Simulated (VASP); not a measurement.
# AlN (pbe) (Fm-3m) in VASP: single point with PBE

Aim: the single point of AlN (pbe) with PBE.

Everything below comes from runs of VASP 6.6.1. Logs are shortened: lines on timing, memory, paths and dates and some standing lists are left out, and cuts for length are marked.

### 1 The cell of the first run

It takes space group Fm-3m (No. 225, cubic). Conventional cell: a = 4.070 Å, b = 4.070 Å, c = 4.070 Å, α = 90.00°, β = 90.00°, γ = 90.00°. Al (site symmetry m-3m) has 6 N at 2.03 Å within 2.7 Å. Within 2.7 Å of N (site symmetry m-3m) lie 6 Al at 2.03 Å.

### 2 Single point, PBE

Input file INCAR:

```
SYSTEM = AlN
  PREC = Accurate
  ENCUT = 600
  EDIFF = 1E-6
  ISMEAR = 0
  SIGMA = 0.02
  LREAL = .False.
  LASPH = .True.
  NELM = 120
  ALGO = Normal
  ISIF = 2
  LWAVE = .False.
  LCHARG = .False.
  GGA = PE
  NBANDS = 11
  GGA_COMPAT = .False.
```

Input file KPOINTS:

```
Automatic mesh
0
Gamma
  10 10 10
  0 0 0
```

Input file POSCAR:

```
AlN
1.0
    0.0000000000      2.0348912289      2.0348912289
    2.0348912289      0.0000000000      2.0348912289
    2.0348912289      2.0348912289      0.0000000000
Al N
1 1
Direct
    0.5000000000      0.5000000000      0.5000000000
    0.0000000000      0.0000000000      0.0000000000
```

Potentials or basis: VASP PAW PBE potentials, release 64 (Al, N).

The run is started by

```sh
cat potpaw_PBE.64/Al/POTCAR potpaw_PBE.64/N/POTCAR > POTCAR
mpirun -np 1 vasp_std > vasp.out
```

OUTCAR:

```text
SYSTEM = AlN
   PREC = Accurate
   ENCUT = 600
   EDIFF = 1E-6
   ISMEAR = 0
   LREAL = .False.
   LASPH = .True.
   NELM = 120
   ISIF = 2
   GGA = PE

 ion  position               nearest neighbor table
   1  0.500  0.500  0.500-   2 2.03   2 2.03   2 2.03   2 2.03   2 2.03   2 2.03
   2  0.000  0.000  0.000-   1 2.03   1 2.03   1 2.03   1 2.03   1 2.03   1 2.03

  LATTYP: Found a face centered cubic cell.
 ALAT       =     4.0697824578

  Lattice vectors:

 A1 = (   0.0000000000,   2.0348912289,   2.0348912289)
 A2 = (   2.0348912289,   0.0000000000,   2.0348912289)
 A3 = (   2.0348912289,   2.0348912289,   0.0000000000)

Analysis of symmetry for initial positions (statically):
=====================================================================
 Subroutine PRICEL returns:
 Original cell was already a primitive cell.

 Routine SETGRP: Setting up the symmetry group for a
 face centered cubic supercell.

 Subroutine GETGRP returns: Found 48 space group operations
 (whereof 48 operations were pure point group operations)
 out of a pool of 48 trial point group operations.

The static configuration has the point symmetry O_h .

Analysis of symmetry for dynamics (positions and initial velocities):
=====================================================================
 Subroutine PRICEL returns:
 Original cell was already a primitive cell.

 Routine SETGRP: Setting up the symmetry group for a
 face centered cubic supercell.

 Subroutine GETGRP returns: Found 48 space group operations
 (whereof 48 operations were pure point group operations)
 out of a pool of 48 trial point group operations.

The dynamic configuration has the point symmetry O_h .

 Subroutine INISYM returns: Found 48 space group operations
 (whereof 48 operations are pure point group operations),
 and found     1 'primitive' translations

----------------------------------------------------------------------------------------

                                     Primitive cell

  volume of cell :      16.8521

  direct lattice vectors                    reciprocal lattice vectors
     0.000000000  2.034891229  2.034891229    -0.245713379  0.245713379  0.245713379
     2.034891229  0.000000000  2.034891229     0.245713379 -0.245713379  0.245713379
     2.034891229  2.034891229  0.000000000     0.245713379  0.245713379 -0.245713379

  length of vectors
     2.877770774  2.877770774  2.877770774     0.425588057  0.425588057  0.425588057

  position of ions in fractional coordinates (direct lattice)
     0.500000000  0.500000000  0.500000000
     0.000000000  0.000000000  0.000000000

  ion indices of the primitive-cell ions
   primitive index   ion index
                 1           1
                 2           2

----------------------------------------------------------------------------------------

 KPOINTS: Automatic mesh

Automatic generation of k-mesh.
 Grid dimensions read from file:
 generate k-points for:   10   10   10

 Generating k-lattice:

  Cartesian coordinates                     Fractional coordinates (reciprocal lattice)
    -0.024571338  0.024571338  0.024571338     0.100000000  0.000000000  0.000000000
     0.024571338 -0.024571338  0.024571338     0.000000000  0.100000000  0.000000000
     0.024571338  0.024571338 -0.024571338     0.000000000  0.000000000  0.100000000

  Length of vectors
     0.042558806  0.042558806  0.042558806

  Shift w.r.t. Gamma in fractional coordinates (k-lattice)
     0.000000000  0.000000000  0.000000000

 Subroutine IBZKPT returns following result:
 ===========================================

 Found     47 irreducible k-points:

 Following reciprocal coordinates:
            Coordinates               Weight
  0.000000  0.000000  0.000000      1.000000
  0.100000  0.000000  0.000000      8.000000
  0.200000  0.000000  0.000000      8.000000
  0.300000  0.000000  0.000000      8.000000
  0.400000  0.000000  0.000000      8.000000
  0.500000  0.000000  0.000000      4.000000
[... 16 lines left out ...]
  0.300000  0.300000  0.000000      6.000000
  0.400000  0.300000  0.000000     24.000000
 [... further k-points ...]
   k-points           NKPTS =     47   k-points in BZ     NKDIM =     47   number of bands    NBANDS=     11
   number of dos      NEDOS =    301   number of ions     NIONS =      2
   total plane-waves  NPLWV =  13824
   dimension x,y,z NGX =    24 NGY =   24 NGZ =   24
   dimension x,y,z NGXF=    48 NGYF=   48 NGZF=   48
   ions per type =               1   1
   NGX,Y,Z   is equivalent  to a cutoff of  13.86, 13.86, 13.86 a.u.
   NGXF,Y,Z  is equivalent  to a cutoff of  27.73, 27.73, 27.73 a.u.
 SYSTEM =  AlN
   PREC   = accura    normal or accurate (medium, high low for compatibility)
   ISTART =      0    job   : 0-new  1-cont  2-samecut
   ICHARG =      2    charge: 1-file 2-atom 10-const
   ISPIN  =      1    spin polarized calculation?
   LNONCOLLINEAR =      F non collinear calculations
   LSORBIT =      F    spin-orbit coupling
   LASPH  =      T    aspherical Exc in radial PAW
   ENCUT  =  600.0 eV  44.10 Ry    6.64 a.u.   5.75  5.75  5.75*2*pi/ulx,y,z
   NELM   =    120;   NELMIN=  2; NELMDL= -5     # of ELM steps
   EDIFF  = 0.1E-05   stopping-criterion for ELM
   LREAL  =      F    real-space projection
   EDIFFG = 0.1E-04   stopping-criterion for IOM
   NSW    =      0    number of steps for IOM
   IBRION =     -1    ionic relax: 0-MD 1-quasi-New 2-CG
   NFREE  =      0    steps in history (QN), initial steepest desc. (CG)
   ISIF   =      2    stress and relaxation
   ISYM   =      2    0-nonsym 1-usesym 2-fastsym
   POTIM  = 0.5000    time-step for ionic-motion
   TEBEG  =    0.0;   TEEND  =   0.0 temperature during run
   PSTRESS=    0.0 pullay stress
   NELECT =       8.0000    total number of electrons
   NUPDOWN=      -1.0000    fix difference up-down
   EMIN   =  10.00;   EMAX   =-10.00  energy-range for DOS
   EFERMI =   0.00;   METHOD = LEGACY
   ISMEAR =     0;   SIGMA  =   0.02  broadening in eV -4-tet -1-fermi 0-gaus
   EFERMI_NEDOS =   21; number of points for ismear=-14 and -15
   IALGO  =     38    algorithm
   IMIX   =      4    mixing-type and parameters
     AMIX     =   0.40;   BMIX     =  1.00
     AMIX_MAG =   1.60;   BMIX_MAG =  1.00
  volume/ion in A,a.u.               =       8.43        56.86
  Fermi-wavevector in a.u.,A,eV,Ry     =   1.277086  2.413343 22.190419  1.630950
  Thomas-Fermi vector in A             =   2.409706
   LORBIT       =      0    0 simple, 1 ext, 2 COOP (PROOUT), +10 PAW based schemes
   GGA     = PE    functional components
   LHFCALC =     F    Hartree Fock is set to
   AEXX    =    0.0000 exact exchange contribution
   IVDW    =     0    specifies the selected vdW correction
   LEPSILON=     F    determine dielectric tensor
   LRPA    =     F    only Hartree local field effects (RPA)
 non-spin polarized calculation
 Gauss-broadening in eV      SIGMA  =   0.02
  energy-cutoff  :      600.00
  volume of cell :       16.85
 maximum number of plane-waves:       588
   NGX = 11   NGY = 11   NGZ = 11

 number of electron       8.0000000 magnetization

 Free energy of the ion-electron system (eV)
  ---------------------------------------------------
  ext. energy  EPLUGINS =         0.00000000
  ---------------------------------------------------
  free energy    TOTEN  =       -14.54765589 eV

  energy without entropy =      -14.54765589  energy(sigma->0) =      -14.54765589

 E-fermi :   9.8744     XC(G=0): -12.1939

 val. band max:        9.7110472393   @ k =   0.0000   0.0000   0.0000
 cond. band min:      14.1293907435   @ k =   0.5000   0.5000   0.0000
 fundamental gap:      4.4183435042
 Fermi energy:         9.8743849342

 k-point     1 :       0.0000    0.0000    0.0000
  band No.  band energies     occupation
      1      -7.6656      2.00000
      2       9.7110      2.00000
      3       9.7110      2.00000
      4       9.7110      2.00000
      5      15.1098      0.00000
      6      21.8145      0.00000
      7      21.8145      0.00000
      8      21.8145      0.00000
      9      26.9024      0.00000
     10      27.3561      0.00000
     11      27.3561      0.00000

 k-point     2 :       0.1000    0.0000    0.0000
  band No.  band energies     occupation
      1      -7.4643      2.00000
      2       8.6934      2.00000
      3       9.5930      2.00000
      4       9.5930      2.00000
      5      15.7506      0.00000
      6      20.9101      0.00000
      7      22.1023      0.00000
      8      22.1023      0.00000
      9      25.7262      0.00000
     10      25.7262      0.00000
     11      27.6997      0.00000

 k-point     3 :       0.2000    0.0000    0.0000
  band No.  band energies     occupation
      1      -6.8791      2.00000
      2       6.5740      2.00000
      3       9.3065      2.00000
      4       9.3065      2.00000
      5      16.4437      0.00000
      6      20.3607      0.00000
      7      22.2320      0.00000
      8      22.2320      0.00000
      9      25.1718      0.00000
     10      25.1718      0.00000
     11      27.0098      0.00000

 k-point     4 :       0.3000    0.0000    0.0000
  band No.  band energies     occupation
      1      -5.9839      2.00000
      2       4.2824      2.00000
      3       8.9887      2.00000
      4       8.9887      2.00000
      5      16.2358      0.00000
      6      21.2253      0.00000
      7      21.4658      0.00000
      8      21.4658      0.00000
      9      26.2028      0.00000
     10      26.6666      0.00000
     11      26.6666      0.00000
[... 239 lines left out ...]
 k-point    22 :      -0.2000    0.2000    0.0000
  band No.  band energies     occupation
      1      -5.6944      2.00000
      2       4.8039      2.00000
      3       6.8348      2.00000
      4       9.0541      2.00000
      5      18.1733      0.00000
      6      19.6353      0.00000
      7      20.3284      0.00000
      8      22.0564      0.00000
      9      24.6466      0.00000
     10      28.6384      0.00000
     11      29.9171      0.00000

 k-point    23 :       0.3000    0.3000    0.0000
  band No.  band energies     occupation
      1      -5.4567      2.00000
      2       4.9509      2.00000
      3       7.7274      2.00000
      4       7.7274      2.00000
      5      16.3815      0.00000
      6      16.4290      0.00000
      7      21.2442      0.00000
      8      25.1175      0.00000
      9      25.1175      0.00000
     10      30.0691      0.00000
     11      33.5335      0.00000

 k-point    24 :       0.4000    0.3000    0.0000
  band No.  band energies     occupation
      1      -4.7188      2.00000
      2       3.9408      2.00000
      3       6.9675      2.00000
      4       7.4747      2.00000
      5      15.7199      0.00000
      6      16.5818      0.00000
      7      21.6989      0.00000
      8      25.0731      0.00000
      9      25.8116      0.00000
     10      31.3273      0.00000
     11      34.2130      0.00000

 [... further k-points ...]

------------------------ aborting loop because EDIFF is reached ----------------------------------------

  FORCE on cell =-STRESS in cart. coord.  units (eV):
  Direction    XX          YY          ZZ          XY          YZ          ZX
  --------------------------------------------------------------------------------------
  -------------------------------------------------------------------------------------
  Total       -0.0300540     -0.0300540     -0.0300540      0.0000000     -0.0000000     -0.0000000
  in kB       -2.8573206     -2.8573206     -2.8573206      0.0000000     -0.0000000     -0.0000000
  external PRESSURE =      -2.8573206 kB  Pullay stress =       0.0000000 kB

 VOLUME and BASIS-vectors are now :
 -----------------------------------------------------------------------------
  energy-cutoff  :      600.00
  volume of cell :       16.85
      direct lattice vectors                 reciprocal lattice vectors
     0.000000000  2.034891229  2.034891229    -0.245713379  0.245713379  0.245713379
     2.034891229  0.000000000  2.034891229     0.245713379 -0.245713379  0.245713379
     2.034891229  2.034891229  0.000000000     0.245713379  0.245713379 -0.245713379

 POSITION                                       TOTAL-FORCE (eV/Angst)
 -----------------------------------------------------------------------------------
      2.03489      2.03489      2.03489        -0.000000     -0.000000      0.000000
      0.00000      0.00000      0.00000         0.000000      0.000000     -0.000000
 -----------------------------------------------------------------------------------
    total drift:                                0.000000     -0.000000     -0.000000

  FREE ENERGIE OF THE ION-ELECTRON SYSTEM (eV)
  ---------------------------------------------------
  free  energy   TOTEN  =       -14.5476558918 eV

  energy  without entropy=      -14.5476558918  energy(sigma->0) =      -14.54765589
```

It took 6.6 s on 1 thread of AMD EPYC 9R45 (Zen 5), shared host; peak memory 0.11 GiB.

Results:

* Free energy: -14.5477 eV
* Pressure: -0.3 GPa
* Band gap on the k mesh: 4.42 eV, indirect (least direct gap 5.40 eV)
